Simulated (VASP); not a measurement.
Input of a VASP 6.6.1 run:

File INCAR:

```
SYSTEM = Zr
ALGO = Normal ; EDIFF = 1E-8
ENCUT = 520 ; GGA = PS
ISIF = 2 ; ISMEAR = -1
LASPH = .TRUE. ; LCHARG = .FALSE.
LEFG = .TRUE. ; LREAL = .FALSE.
LWAVE = .FALSE. ; NBANDS = 12
NELM = 100 ; PREC = Accurate
SIGMA = 0.08
```

File KPOINTS:

```
k-points
0
G
  14 14 14
  0 0 0
```

File POSCAR:

```
Zr
1.0
   -1.8462000000      1.8100000000      1.8100000000
    1.8100000000     -1.8462000000      1.8100000000
    1.8100000000      1.8100000000     -1.8462000000
Zr
1
Direct
    0.0000000000      0.0000000000      0.0000000000
```

Potentials or basis: VASP PAW PBE potentials, release 64 (Zr_sv).

The run is started by

```console
$ cat potpaw_PBE.64/Zr_sv/POTCAR > POTCAR
$ mpirun -np 1 vasp_std > vasp.out
```

Task: Estimate the band gap on the k mesh.

Result: Zero (bands 6 and 7 overlap by 1.57 eV).

Task: Estimate the pressure.

Result: -6.6 GPa.

Stress tensor (GPa, compression positive):
```
-6.61  0.47  0.47
 0.47 -6.61  0.47
 0.47  0.47 -6.61
```

Caveat: the cell differs from its parent crystal (equal xy, yz and zx shear strains of -2 %); the cell stands under tension; without QUAD_EFG the Cq values of the log hold for a quadrupole moment of 1 mb, not for the nuclei; the PAW data sets were made with another functional, which shifts forces and pressure a little.
